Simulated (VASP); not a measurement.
# SiC (P6_3mc) in VASP: dielectric tensor with r2SCAN

Aim: the dielectric tensor of SiC with r2SCAN.

Everything below comes from runs of VASP 6.6.1. Logs are shortened: lines on timing, memory, paths and dates and some standing lists are left out, and cuts for length are marked.

### 1 The cell of the first run

The structure is hexagonal, space group P6_3mc (No. 186). The conventional cell has a = 3.168 Å, b = 3.168 Å, c = 5.200 Å, α = 90.00°, β = 90.00°, γ = 120.00°. Within 2.6 Å of Si (site symmetry 3m) lie 4 C at 1.94 to 1.96 Å. Within 2.6 Å of C (site symmetry 3m) lie 4 Si at 1.94 to 1.96 Å.

### 2 Dielectric tensor, r2SCAN (strain +3.0%)

File INCAR:

```
SYSTEM = SiC
ALGO = Normal
EDIFF = 1E-8
ENCUT = 520
ISIF = 2
ISMEAR = 0
LASPH = .True.
LCALCEPS = .True.
LCHARG = .False.
LMIXTAU = .True.
LREAL = .False.
LWAVE = .False.
METAGGA = R2SCAN
NELM = 100
PREC = Accurate
SIGMA = 0.01
```

File KPOINTS:

```
k-points
0
Gamma
  9 9 4
  0 0 0
```

File POSCAR:

```
SiC
1.0
    3.1676169264      0.0000000000      0.0000000000
   -1.5838084632      2.7432367277      0.0000000000
    0.0000000000      0.0000000000      5.1995513337
Si C
2 2
Direct
    0.3333333333      0.6666666667     -0.0005020703
    0.6666666667      0.3333333333      0.4994979297
    0.3333333333      0.6666666667      0.3755020703
    0.6666666667      0.3333333333      0.8755020703
```

Potentials or basis: VASP PAW PBE potentials, release 64 (Si, C).

On the command line:

```bash
cat potpaw_PBE.64/Si/POTCAR potpaw_PBE.64/C/POTCAR > POTCAR
mpirun -np 1 vasp_std > vasp.out
```

OUTCAR:

```text
SYSTEM = SiC
   EDIFF = 1E-8
   ENCUT = 520
   ISIF = 2
   ISMEAR = 0
   LASPH = .True.
   LREAL = .False.
   METAGGA = R2SCAN
   NELM = 100
   PREC = Accurate

 ion  position               nearest neighbor table
   1  0.333  0.667  0.999-   4 1.94   4 1.94   4 1.94   3 1.96
   2  0.667  0.333  0.499-   3 1.94   3 1.94   3 1.94   4 1.96
   3  0.333  0.667  0.376-   2 1.94   2 1.94   2 1.94   1 1.96
   4  0.667  0.333  0.876-   1 1.94   1 1.94   1 1.94   2 1.96

  LATTYP: Found a hexagonal cell.
 ALAT       =     3.1676169264
 C/A-ratio  =     1.6414710031

  Lattice vectors:

 A1 = (   3.1676169264,   0.0000000000,   0.0000000000)
 A2 = (  -1.5838084632,   2.7432367277,   0.0000000000)
 A3 = (   0.0000000000,   0.0000000000,   5.1995513337)

Analysis of symmetry for initial positions (statically):
=====================================================================
 Subroutine PRICEL returns:
 Original cell was already a primitive cell.

 Routine SETGRP: Setting up the symmetry group for a
 hexagonal supercell.

 Subroutine GETGRP returns: Found 12 space group operations
 (whereof  6 operations were pure point group operations)
 out of a pool of 24 trial point group operations.

The static configuration has the point symmetry C_3v.
 The point group associated with its full space group is C_6v.

Analysis of symmetry for dynamics (positions and initial velocities):
=====================================================================
 Subroutine PRICEL returns:
 Original cell was already a primitive cell.

 Routine SETGRP: Setting up the symmetry group for a
 hexagonal supercell.

 Subroutine GETGRP returns: Found 12 space group operations
 (whereof  6 operations were pure point group operations)
 out of a pool of 24 trial point group operations.

The dynamic configuration has the point symmetry C_3v.
 The point group associated with its full space group is C_6v.

 Subroutine INISYM returns: Found 12 space group operations
 (whereof  6 operations are pure point group operations),
 and found     1 'primitive' translations

----------------------------------------------------------------------------------------

                                     Primitive cell

  volume of cell :      45.1816

  direct lattice vectors                    reciprocal lattice vectors
     3.167616926  0.000000000  0.000000000     0.315694739  0.182266443  0.000000000
    -1.583808463  2.743236728  0.000000000     0.000000000  0.364532886  0.000000000
     0.000000000  0.000000000  5.199551334     0.000000000  0.000000000  0.192324286

  length of vectors
     3.167616926  3.167616926  5.199551334     0.364532886  0.364532886  0.192324286

  position of ions in fractional coordinates (direct lattice)
     0.333333333  0.666666667  0.999497930
     0.666666667  0.333333333  0.499497930
     0.333333333  0.666666667  0.375502070
     0.666666667  0.333333333  0.875502070

  ion indices of the primitive-cell ions
   primitive index   ion index
                 1           1
                 2           2
                 3           3
                 4           4

----------------------------------------------------------------------------------------

 KPOINTS: k-points

Automatic generation of k-mesh.
 Grid dimensions read from file:
 generate k-points for:    9    9    4

 Generating k-lattice:

  Cartesian coordinates                     Fractional coordinates (reciprocal lattice)
     0.035077193  0.020251827  0.000000000     0.111111111 -0.000000000  0.000000000
     0.000000000  0.040503654  0.000000000     0.000000000  0.111111111  0.000000000
     0.000000000  0.000000000  0.048081072     0.000000000  0.000000000  0.250000000

  Length of vectors
     0.040503654  0.040503654  0.048081072

  Shift w.r.t. Gamma in fractional coordinates (k-lattice)
     0.000000000  0.000000000  0.000000000

[... 52 lines left out ...]
   EDIFFG = 0.1E-06   stopping-criterion for IOM
   NSW    =      0    number of steps for IOM
   IBRION =     -1    ionic relax: 0-MD 1-quasi-New 2-CG
   NFREE  =      0    steps in history (QN), initial steepest desc. (CG)
   ISIF   =      2    stress and relaxation
   ISYM   =      2    0-nonsym 1-usesym 2-fastsym
   POTIM  = 0.5000    time-step for ionic-motion
   TEBEG  =    0.0;   TEEND  =   0.0 temperature during run
   PSTRESS=    0.0 pullay stress
   NELECT =      16.0000    total number of electrons
   NUPDOWN=      -1.0000    fix difference up-down
   EMIN   =  10.00;   EMAX   =-10.00  energy-range for DOS
   EFERMI =   0.00;   METHOD = LEGACY
   ISMEAR =     0;   SIGMA  =   0.01  broadening in eV -4-tet -1-fermi 0-gaus
   EFERMI_NEDOS =   21; number of points for ismear=-14 and -15
   IALGO  =     38    algorithm
   IMIX   =      4    mixing-type and parameters
     AMIX     =   0.40;   BMIX     =  1.00
     AMIX_MAG =   1.60;   BMIX_MAG =  1.00
  volume/ion in A,a.u.               =      11.30        76.23
  Fermi-wavevector in a.u.,A,eV,Ry     =   1.158228  2.188734 18.252122  1.341493
  Thomas-Fermi vector in A             =   2.294833
   LORBIT       =      0    0 simple, 1 ext, 2 COOP (PROOUT), +10 PAW based schemes
   METAGGA = R2SCAN    functional components
   LHFCALC =     F    Hartree Fock is set to
   AEXX    =    0.0000 exact exchange contribution
   IVDW    =     0    specifies the selected vdW correction
   LEPSILON=     F    determine dielectric tensor
   LRPA    =     F    only Hartree local field effects (RPA)
   LRPA       =     F
 non-spin polarized calculation
 Gauss-broadening in eV      SIGMA  =   0.01
  energy-cutoff  :      520.00
  volume of cell :       45.18
 maximum number of plane-waves:      1236
 NGX is ok and might be reduce to    24
   NGX = 11   NGY = 11   NGZ = 19

 Total electronic dipole moment: p[elc]=(    -0.00000     0.00000    -0.11882 ) |e| Angst

 number of electron      16.0000000 magnetization

 Free energy of the ion-electron system (eV)
  ---------------------------------------------------
  ext. energy  EPLUGINS =         0.00000000
  ---------------------------------------------------
  free energy    TOTEN  =       -38.41613918 eV

  energy without entropy =      -38.41613918  energy(sigma->0) =      -38.41613918

 E-fermi :   7.2211     XC(G=0): -11.5362

 val. band max:        7.1702604257   @ k =   0.0000   0.0000   0.0000
 cond. band min:   10000.0000000000   @ k =   0.0000   0.0000   0.0000
 fundamental gap:   9992.8297395743
 Fermi energy:         7.2211232124

 k-point     1 :       0.0000    0.0000    0.0000
  band No.  band energies     occupation
      1      -8.4798      2.00000
      2      -5.1740      2.00000
      3      -1.3235      2.00000
      4       5.8310      2.00000
      5       5.8310      2.00000
      6       7.0707      2.00000
      7       7.1703      2.00000
      8       7.1703      2.00000
      9   10000.0000      0.00000
     10   10000.0000      0.00000
     11   10000.0000      0.00000
     12   10000.0000      0.00000
[... 331 lines left out ...]
 k-point    24 :       0.3333    0.3333    0.2500
  band No.  band energies     occupation
      1      -4.1601      2.00000
      2      -4.1601      2.00000
      3      -0.0152      2.00000
      4      -0.0152      2.00000
      5       1.0002      2.00000
      6       2.8449      2.00000
      7       4.3792      2.00000
      8       4.3792      2.00000
      9   10000.0000      0.00000
     10   10000.0000      0.00000
     11   10000.0000      0.00000
     12   10000.0000      0.00000

 [... further k-points ...]

------------------------ aborting loop because EDIFF is reached ----------------------------------------

            Ionic dipole moment: p[ion]=(     0.00000     0.00000    15.59865 ) |e| Angst

 Total electronic dipole moment: p[elc]=(    -0.00000    -0.00000    -0.10373 ) |e| Angst

 MACROSCOPIC STATIC DIELECTRIC TENSOR (including local field effects)
 ------------------------------------------------------
           6.720580     0.000000    -0.000000
           0.000000     6.720580     0.000000
           0.000000     0.000000     7.044726
 ------------------------------------------------------

 PIEZOELECTRIC TENSOR (including local field effects) (e Angst)
          XX          YY          ZZ          XY          YZ          ZX
  --------------------------------------------------------------------------------
  x     0.00000     0.00000    -0.00000     0.00000     0.00000     1.55188
  y    -0.00000     0.00000     0.00000     0.00000     1.55188     0.00000
  z     1.30983     1.30983    -2.30541     0.00000     0.00000     0.00000

 PIEZOELECTRIC TENSOR (including local field effects) (C/m^2)
          XX          YY          ZZ          XY          YZ          ZX
  --------------------------------------------------------------------------------
  x     0.00000     0.00000    -0.00000     0.00000     0.00000     0.55031
  y    -0.00000     0.00000     0.00000     0.00000     0.55031     0.00000
  z     0.46448     0.46448    -0.81752     0.00000     0.00000     0.00000

 BORN EFFECTIVE CHARGES (including local field effects) (in |e|, cummulative output)
 ---------------------------------------------------------------------------------
 ion    1
    1     2.58834     0.00000     0.00000
    2     0.00000     2.58834    -0.00000
    3     0.00000     0.00000     2.77071
 ion    2
    1     2.58834     0.00000     0.00000
    2     0.00000     2.58834     0.00000
    3    -0.00000     0.00000     2.77071
 ion    3
    1    -2.58834     0.00000     0.00000
    2     0.00000    -2.58834     0.00000
    3     0.00000     0.00000    -2.77071
 ion    4
    1    -2.58834     0.00000     0.00000
    2     0.00000    -2.58834     0.00000
    3     0.00000     0.00000    -2.77071

  FORCE on cell =-STRESS in cart. coord.  units (eV):
  Direction    XX          YY          ZZ          XY          YZ          ZX
  --------------------------------------------------------------------------------------
  -------------------------------------------------------------------------------------
  Total       -4.8591141     -4.8591141     -4.7428581      0.0000000      0.0000000      0.0000000
  in kB     -172.3081690   -172.3081690   -168.1856343      0.0000000      0.0000000      0.0000000
  external PRESSURE =    -170.9339908 kB  Pullay stress =       0.0000000 kB

 VOLUME and BASIS-vectors are now :
 -----------------------------------------------------------------------------
  energy-cutoff  :      520.00
  volume of cell :       45.18
      direct lattice vectors                 reciprocal lattice vectors
     3.167616926  0.000000000  0.000000000     0.315694739  0.182266443  0.000000000
    -1.583808463  2.743236728  0.000000000     0.000000000  0.364532886  0.000000000
     0.000000000  0.000000000  5.199551334     0.000000000  0.000000000  0.192324286

 POSITION                                       TOTAL-FORCE (eV/Angst)
 -----------------------------------------------------------------------------------
     -0.00000      1.82882      5.19694        -0.000000      0.000000      0.000000
      1.58381      0.91441      2.59717         0.000000     -0.000000      0.000000
     -0.00000      1.82882      1.95244         0.000000     -0.000000     -0.000000
      1.58381      0.91441      4.55222         0.000000      0.000000     -0.000000
 -----------------------------------------------------------------------------------
    total drift:                                0.000000      0.000000      0.000178

  FREE ENERGIE OF THE ION-ELECTRON SYSTEM (eV)
  ---------------------------------------------------
  free  energy   TOTEN  =       -38.4161391791 eV

  energy  without entropy=      -38.4161391791  energy(sigma->0) =      -38.41613918
```

Run time: 58 min. Hardware: 1 thread of Oxide Virtual Turin-like, shared host; peak memory 0.43 GiB.

What came out:

```
Band gap on the k mesh                  : 2.79 eV (least direct gap 4.30 eV)
Electronic dielectric tensor (diagonal) : 6.72, 6.72, 7.04
Born charges (mean of the diagonal)     : Si +2.65; C -2.65 e
```

Electronic dielectric tensor:
```
6.72 0.00 0.00
0.00 6.72 0.00
0.00 0.00 7.04
```

Born effective charge tensors (e):
atom 1, Si
```
2.59 0.00 0.00
0.00 2.59 0.00
0.00 0.00 2.77
```
atom 2, Si
```
2.59 0.00 0.00
0.00 2.59 0.00
0.00 0.00 2.77
```
atom 3, C
```
-2.59  0.00  0.00
 0.00 -2.59  0.00
 0.00  0.00 -2.77
```
atom 4, C
```
-2.59  0.00  0.00
 0.00 -2.59  0.00
 0.00  0.00 -2.77
```

Dipole moments of the cell (e·Å, modulo the quantum): ionic 0.000, 0.000, 15.599; electronic 0.000, 0.000, -0.104

Caveat: the cell differs from its parent crystal (strain +3.0%); the PAW data sets were made with another functional, which shifts forces and pressure a little. A k mesh can miss the band edges.

The gap in the log of VASP goes by the Fermi energy; the results here count the filled bands.